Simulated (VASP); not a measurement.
Input of a VASP 6.6.1 run:

INCAR

```
SYSTEM = Ca2Cu5
ALGO = Normal
EDIFF = 1E-7
EDIFFG = -0.04
ENCUT = 600
GGA = PE
IBRION = 2
ISIF = 3
ISMEAR = 0
LASPH = .True.
LCHARG = .False.
LREAL = .False.
LWAVE = .False.
NELM = 100
NSW = 90
PREC = Accurate
SIGMA = 0.1
```

KPOINTS

```
k-points
0
Gamma
  4 4 4
  0 0 0
```

The input POSCAR:

```
Ca2Cu5
1.0
    0.0000000000      4.0216278800      4.0216278800
    4.0216278800      0.0000000000      4.0216278800
    4.0216278800      4.0216278800      0.0000000000
Ca Cu
2 5
Direct
    0.2500000000      0.2500000000      0.2500000000
    0.7500000000      0.7500000000      0.7500000000
    0.4032540100      0.4032540100      0.4032540100
    0.4032540100      0.4032540100      0.7902379700
    0.4032540100      0.7902379700      0.4032540100
    0.7902379700      0.4032540100      0.4032540100
    0.0000000000      0.0000000000      0.0000000000
```

Potentials or basis: VASP PAW PBE potentials, release 64 (Ca_sv, Cu).

Command:

```bash
$ cat potpaw_PBE.64/Ca_sv/POTCAR potpaw_PBE.64/Cu/POTCAR > POTCAR
$ mpirun -np 1 vasp_std > vasp.out
```

Task: Predict the band gap on the k mesh.

Result: Zero (an odd number of electrons rules out a gap without spin polarisation).

Task: Predict the relaxed cell.

Result: a = 6.340 Å, b = 6.340 Å, c = 6.340 Å, α = 60.00°, β = 60.00°, γ = 60.00°.

Task: Predict the relaxed volume.

Result: 25.74 Å³/atom.

Final structure:
```xyz
7
Lattice="0.0000 4.4831 4.4831 4.4831 0.0000 4.4831 4.4831 4.4831 0.0000" Properties=species:S:1:pos:R:3 pbc="T T T"
Ca    2.2415    2.2415    2.2415
Ca    6.7246    6.7246    6.7246
Cu    3.6650    3.6650    3.6650
Cu    5.3011    5.3011    3.6650
Cu    5.3011    3.6650    5.3011
Cu    3.6650    5.3011    5.3011
Cu    0.0000    0.0000    0.0000
```

Caveat: the volume moved by over 15 % at a fixed basis, so the end points are rough.
